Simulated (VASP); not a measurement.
# TePb (Cmc2_1) in VASP: single point with r2SCAN

Aim: the single point of TePb with r2SCAN.

Everything below comes from runs of VASP 6.6.1. Logs are shortened: lines on timing, memory, paths and dates and some standing lists are left out, and cuts for length are marked.

## 1. The cell of the first run

It takes space group Cmc2_1 (No. 36, orthorhombic). Conventional cell: a = 5.223 Å, b = 9.524 Å, c = 6.575 Å, α = 90.00°, β = 90.00°, γ = 90.00°. Within 4.1 Å of Pb (site symmetry m) lie 5 Te at 3.09 to 3.29 Å. Within 4.1 Å of Te (site symmetry m) lie 5 Pb at 3.09 to 3.29 Å.

## 2. Single point, r2SCAN (uniaxial x strain -5.0%)

The input, POSCAR:

```
TePb
1.0
    5.2234870038      0.0000000000      0.0000000000
   -2.6117435019      4.7617604648      0.0000000000
    0.0000000000      0.0000000000      6.5753564412
Pb Te
2 2
Direct
    0.3347484097      0.6694968195     -0.0620556516
    0.6652515903      0.3305031805      0.4379443484
    0.3380495580      0.6760991160      0.4370556516
    0.6619504420      0.3239008840      0.9370556516
```

The input, INCAR.step1:

```
PREC     = Accurate       # precision mode
ENCUT    = 520            # plane-wave cutoff, eV
ISMEAR   = 0              # smearing method
SIGMA    = 0.01           # smearing width, eV
LREAL    = False          # projectors in reciprocal space
LASPH    = True           # aspherical terms in the spheres
NELM     = 100            # most SCF steps
NBANDS   = 28             # bands
GGA      = PE             # functional
ALGO     = Normal         # electronic algorithm
EDIFF    = 1E-4           # SCF threshold, eV
LWAVE    = True           # write WAVECAR
LCHARG   = False          # write CHGCAR
```

The input, INCAR.step2:

```
PREC     = Accurate       # precision mode
ENCUT    = 520            # plane-wave cutoff, eV
EDIFF    = 1E-7           # SCF threshold, eV
ISMEAR   = 0              # smearing method
SIGMA    = 0.01           # smearing width, eV
LREAL    = False          # projectors in reciprocal space
LASPH    = True           # aspherical terms in the spheres
NELM     = 100            # most SCF steps
ALGO     = Normal         # electronic algorithm
ISIF     = 2              # what is computed and relaxed
LWAVE    = False          # write WAVECAR
LCHARG   = False          # write CHGCAR
METAGGA  = R2SCAN         # meta-GGA
LMIXTAU  = True         
NBANDS   = 28             # bands
ISTART   = 1
```

The input, KPOINTS:

```
Automatic mesh
0
Gamma
  6 6 4
```

Potentials or basis: VASP PAW PBE potentials, release 64 (Pb_d, Te).

Launch:

```sh
> cat potpaw_PBE.64/Pb_d/POTCAR potpaw_PBE.64/Te/POTCAR > POTCAR
> cp INCAR.step1 INCAR
> mpirun -np 1 vasp_std > vasp.out
> cp INCAR.step2 INCAR
> mpirun -np 1 vasp_std > vasp.out
```

OUTCAR:

```text
PREC = Accurate
   ENCUT = 520
   EDIFF = 1E-7
   ISMEAR = 0
   LREAL = False
   LASPH = True
   NELM = 100
   ISIF = 2
   METAGGA = R2SCAN
   ISTART = 1

 ion  position               nearest neighbor table
   1  0.335  0.669  0.938-   4 3.09   4 3.09   4 3.12   3 3.28   3 3.29
   2  0.665  0.331  0.438-   3 3.09   3 3.09   3 3.12   4 3.28   4 3.29
   3  0.338  0.676  0.437-   2 3.09   2 3.09   2 3.12   1 3.28   1 3.29
   4  0.662  0.324  0.937-   1 3.09   1 3.09   1 3.12   2 3.28   2 3.29

  LATTYP: Found a base centered orthorhombic cell.
 ALAT       =     5.2234870038
 B/A-ratio  =     1.8232113764
 C/A-ratio  =     1.2588059349

  Lattice vectors:

 A1 = (   2.6117435019,  -4.7617604648,   0.0000000000)
 A2 = (   2.6117435019,   4.7617604648,   0.0000000000)
 A3 = (   0.0000000000,   0.0000000000,   6.5753564412)

Analysis of symmetry for initial positions (statically):
=====================================================================
 Subroutine PRICEL returns:
 Original cell was already a primitive cell.

 Routine SETGRP: Setting up the symmetry group for a
 base centered orthorhombic supercell.

 Subroutine GETGRP returns: Found  4 space group operations
 (whereof  2 operations were pure point group operations)
 out of a pool of  8 trial point group operations.

The static configuration has the point symmetry C_1h.
 The point group associated with its full space group is C_2v.

Analysis of symmetry for dynamics (positions and initial velocities):
=====================================================================
 Subroutine PRICEL returns:
 Original cell was already a primitive cell.

 Routine SETGRP: Setting up the symmetry group for a
 base centered orthorhombic supercell.

 Subroutine GETGRP returns: Found  4 space group operations
 (whereof  2 operations were pure point group operations)
 out of a pool of  8 trial point group operations.

The dynamic configuration has the point symmetry C_1h.
 The point group associated with its full space group is C_2v.

 Subroutine INISYM returns: Found  4 space group operations
 (whereof  2 operations are pure point group operations),
 and found     1 'primitive' translations

----------------------------------------------------------------------------------------

                                     Primitive cell

  volume of cell :     163.5488

  direct lattice vectors                    reciprocal lattice vectors
     5.223487004  0.000000000  0.000000000     0.191442996  0.105003182  0.000000000
    -2.611743502  4.761760465  0.000000000     0.000000000  0.210006364  0.000000000
     0.000000000  0.000000000  6.575356441     0.000000000  0.000000000  0.152083010

  length of vectors
     5.223487004  5.430982125  6.575356441     0.218348549  0.210006364  0.152083010

  position of ions in fractional coordinates (direct lattice)
     0.334748410  0.669496819  0.937944348
     0.665251590  0.330503181  0.437944348
     0.338049558  0.676099116  0.437055652
     0.661950442  0.323900884  0.937055652

  ion indices of the primitive-cell ions
   primitive index   ion index
                 1           1
                 2           2
                 3           3
                 4           4

----------------------------------------------------------------------------------------

 KPOINTS: Automatic mesh

Automatic generation of k-mesh.
 Grid dimensions read from file:
 generate k-points for:    6    6    4

 Generating k-lattice:

  Cartesian coordinates                     Fractional coordinates (reciprocal lattice)
     0.031907166  0.017500530  0.000000000     0.166666667 -0.000000000  0.000000000
     0.000000000  0.035001061  0.000000000     0.000000000  0.166666667  0.000000000
     0.000000000  0.000000000  0.038020753     0.000000000  0.000000000  0.250000000

  Length of vectors
     0.036391425  0.035001061  0.038020753

  Shift w.r.t. Gamma in fractional coordinates (k-lattice)
     0.000000000  0.000000000  0.000000000

 Subroutine IBZKPT returns following result:
 ===========================================

 Found     39 irreducible k-points:

 Following reciprocal coordinates:
            Coordinates               Weight
  0.000000  0.000000  0.000000      1.000000
  0.166667 -0.000000  0.000000      4.000000
  0.333333 -0.000000  0.000000      4.000000
  0.500000  0.000000  0.000000      2.000000
  0.000000  0.166667  0.000000      2.000000
  0.166667  0.166667  0.000000      4.000000
[... 16 lines left out ...]
  0.000000  0.333333  0.250000      4.000000
  0.166667  0.333333  0.250000      8.000000
 [... further k-points ...]
   k-points           NKPTS =     39   k-points in BZ     NKDIM =     39   number of bands    NBANDS=     28
   number of dos      NEDOS =    301   number of ions     NIONS =      4
   total plane-waves  NPLWV =  80000
   dimension x,y,z NGX =    40 NGY =   40 NGZ =   50
   dimension x,y,z NGXF=    80 NGYF=   80 NGZF=  100
   ions per type =               2   2
   NGX,Y,Z   is equivalent  to a cutoff of  12.73, 12.24, 12.64 a.u.
   NGXF,Y,Z  is equivalent  to a cutoff of  25.46, 24.49, 25.28 a.u.
 SYSTEM =  unknown system
   PREC   = accura    normal or accurate (medium, high low for compatibility)
   ISTART =      1    job   : 0-new  1-cont  2-samecut
   ICHARG =      0    charge: 1-file 2-atom 10-const
   ISPIN  =      1    spin polarized calculation?
   LNONCOLLINEAR =      F non collinear calculations
   LSORBIT =      F    spin-orbit coupling
   LASPH  =      T    aspherical Exc in radial PAW
   ENCUT  =  520.0 eV  38.22 Ry    6.18 a.u.   9.71 10.10 12.23*2*pi/ulx,y,z
   NELM   =    100;   NELMIN=  2; NELMDL=  0     # of ELM steps
   EDIFF  = 0.1E-06   stopping-criterion for ELM
   LREAL  =      F    real-space projection
   EDIFFG = 0.1E-05   stopping-criterion for IOM
   NSW    =      0    number of steps for IOM
   IBRION =     -1    ionic relax: 0-MD 1-quasi-New 2-CG
   NFREE  =      0    steps in history (QN), initial steepest desc. (CG)
   ISIF   =      2    stress and relaxation
   ISYM   =      2    0-nonsym 1-usesym 2-fastsym
   POTIM  = 0.5000    time-step for ionic-motion
   TEBEG  =    0.0;   TEEND  =   0.0 temperature during run
   PSTRESS=    0.0 pullay stress
   NELECT =      40.0000    total number of electrons
   NUPDOWN=      -1.0000    fix difference up-down
   EMIN   =  10.00;   EMAX   =-10.00  energy-range for DOS
   EFERMI =   0.00;   METHOD = LEGACY
   ISMEAR =     0;   SIGMA  =   0.01  broadening in eV -4-tet -1-fermi 0-gaus
   EFERMI_NEDOS =   21; number of points for ismear=-14 and -15
   IALGO  =     38    algorithm
   IMIX   =      4    mixing-type and parameters
     AMIX     =   0.40;   BMIX     =  1.00
     AMIX_MAG =   1.60;   BMIX_MAG =  1.00
  volume/ion in A,a.u.               =      40.89       275.92
  Fermi-wavevector in a.u.,A,eV,Ry     =   1.023794  1.934689 14.260989  1.048153
  Thomas-Fermi vector in A             =   2.157546
   LORBIT       =      0    0 simple, 1 ext, 2 COOP (PROOUT), +10 PAW based schemes
   METAGGA = R2SCAN    functional components
   LHFCALC =     F    Hartree Fock is set to
   AEXX    =    0.0000 exact exchange contribution
   IVDW    =     0    specifies the selected vdW correction
   LEPSILON=     F    determine dielectric tensor
   LRPA    =     F    only Hartree local field effects (RPA)
 non-spin polarized calculation
 Gauss-broadening in eV      SIGMA  =   0.01
  energy-cutoff  :      520.00
  volume of cell :      163.55
 maximum number of plane-waves:      4428
   NGX = 19   NGY = 21   NGZ = 25

 number of electron      39.9999999 magnetization

 Free energy of the ion-electron system (eV)
  ---------------------------------------------------
  ext. energy  EPLUGINS =         0.00000000
  ---------------------------------------------------
  free energy    TOTEN  =      -164.84846786 eV

  energy without entropy =     -164.84846786  energy(sigma->0) =     -164.84846786

 E-fermi :   4.0253     XC(G=0):  -8.6863

 val. band max:        3.9364292655   @ k =   0.3333   0.3333   0.5000
 cond. band min:       5.1272515196   @ k =   0.3333   0.3333   0.5000
 fundamental gap:      1.1908222541
 Fermi energy:         4.0253250929

 k-point     1 :       0.0000    0.0000    0.0000
  band No.  band energies     occupation
      1     -13.6422      2.00000
      2     -13.5890      2.00000
      3     -13.5877      2.00000
      4     -13.5848      2.00000
      5     -13.5836      2.00000
      6     -13.5807      2.00000
[... 20 lines left out ...]
     27       9.6470      0.00000
     28       9.9382      0.00000

 k-point     2 :       0.1667   -0.0000    0.0000
  band No.  band energies     occupation
      1     -13.6408      2.00000
      2     -13.5933      2.00000
      3     -13.5868      2.00000
      4     -13.5837      2.00000
      5     -13.5806      2.00000
      6     -13.5785      2.00000
[... 20 lines left out ...]
     27       9.3830      0.00000
     28       9.5565      0.00000

 k-point     3 :       0.3333   -0.0000    0.0000
  band No.  band energies     occupation
      1     -13.6369      2.00000
      2     -13.6041      2.00000
      3     -13.5825      2.00000
      4     -13.5800      2.00000
      5     -13.5763      2.00000
      6     -13.5752      2.00000
[... 20 lines left out ...]
     27       9.0240      0.00000
     28       9.9837      0.00000

 k-point     4 :       0.5000    0.0000    0.0000
  band No.  band energies     occupation
      1     -13.6337      2.00000
      2     -13.6106      2.00000
      3     -13.5803      2.00000
      4     -13.5779      2.00000
      5     -13.5757      2.00000
      6     -13.5756      2.00000
[... 20 lines left out ...]
     27       9.3347      0.00000
     28       9.3833      0.00000

 k-point     5 :       0.0000    0.1667    0.0000
  band No.  band energies     occupation
      1     -13.6401      2.00000
      2     -13.5894      2.00000
      3     -13.5881      2.00000
      4     -13.5849      2.00000
      5     -13.5819      2.00000
      6     -13.5783      2.00000
[... 20 lines left out ...]
     27       9.5994      0.00000
     28       9.6391      0.00000

 k-point     6 :       0.1667    0.1667    0.0000
  band No.  band energies     occupation
      1     -13.6369      2.00000
      2     -13.5983      2.00000
      3     -13.5851      2.00000
      4     -13.5815      2.00000
      5     -13.5778      2.00000
      6     -13.5763      2.00000
[... 463 lines left out ...]
      5     -13.5778      2.00000
      6     -13.5767      2.00000
[... 20 lines left out ...]
     27       9.2449      0.00000
     28      10.1104      0.00000

 k-point    22 :      -0.3333    0.1667    0.2500
  band No.  band energies     occupation
      1     -13.6281      2.00000
      2     -13.5995      2.00000
      3     -13.5871      2.00000
      4     -13.5850      2.00000
      5     -13.5801      2.00000
      6     -13.5800      2.00000
[... 20 lines left out ...]
     27       9.4345      0.00000
     28      10.5088      0.00000

 k-point    23 :       0.0000    0.3333    0.2500
  band No.  band energies     occupation
      1     -13.6259      2.00000
      2     -13.5934      2.00000
      3     -13.5861      2.00000
      4     -13.5860      2.00000
      5     -13.5835      2.00000
      6     -13.5792      2.00000
[... 20 lines left out ...]
     27       9.8774      0.00000
     28      10.0118      0.00000

 k-point    24 :       0.1667    0.3333    0.2500
  band No.  band energies     occupation
      1     -13.6223      2.00000
      2     -13.6003      2.00000
      3     -13.5857      2.00000
      4     -13.5839      2.00000
      5     -13.5792      2.00000
      6     -13.5776      2.00000
[... 20 lines left out ...]
     27       9.0267      0.00000
     28       9.6542      0.00000

 [... further k-points ...]

------------------------ aborting loop because EDIFF is reached ----------------------------------------

  FORCE on cell =-STRESS in cart. coord.  units (eV):
  Direction    XX          YY          ZZ          XY          YZ          ZX
  --------------------------------------------------------------------------------------
  -------------------------------------------------------------------------------------
  Total        2.4106995      2.8370661      0.1975372      0.0000000      0.0000000      0.0000000
  in kB       23.6159975     27.7928234      1.9351390      0.0000000      0.0000000      0.0000000
  external PRESSURE =      17.7813200 kB  Pullay stress =       0.0000000 kB

 VOLUME and BASIS-vectors are now :
 -----------------------------------------------------------------------------
  energy-cutoff  :      520.00
  volume of cell :      163.55
      direct lattice vectors                 reciprocal lattice vectors
     5.223487004  0.000000000  0.000000000     0.191442996  0.105003182  0.000000000
    -2.611743502  4.761760465  0.000000000     0.000000000  0.210006364  0.000000000
     0.000000000  0.000000000  6.575356441     0.000000000  0.000000000  0.152083010

 POSITION                                       TOTAL-FORCE (eV/Angst)
 -----------------------------------------------------------------------------------
     -0.00000      3.18798      6.16732        -0.000000     -0.000931     -0.000545
      2.61174      1.57378      2.87964         0.000000      0.000931     -0.000545
      0.00000      3.21942      2.87380         0.000000      0.001255      0.000545
      2.61174      1.54234      6.16147         0.000000     -0.001255      0.000545
 -----------------------------------------------------------------------------------
    total drift:                               -0.000000      0.000000     -0.000276

  FREE ENERGIE OF THE ION-ELECTRON SYSTEM (eV)
  ---------------------------------------------------
  free  energy   TOTEN  =      -164.8484678556 eV

  energy  without entropy=     -164.8484678556  energy(sigma->0) =     -164.84846786
```

Run time: 5.2 min. Hardware: 1 thread of Intel Xeon 6975P-C (Granite Rapids), shared host; peak memory 0.4 GiB.

What came out:

| Quantity | Value |
| --- | --- |
| Free energy | -164.8485 eV |
| Pressure | 1.8 GPa |
| Band gap on the k mesh | 1.19 eV, direct |

Stress tensor (GPa, compression positive):
```
2.36 0.00 0.00
0.00 2.78 0.00
0.00 0.00 0.19
```

Caveat: the cell differs from its parent crystal (uniaxial x strain -5.0%); the PAW data sets were made with another functional, which shifts forces and pressure a little; spin-orbit coupling is left out, which moves the levels of the heavy elements. A k mesh can miss the band edges.
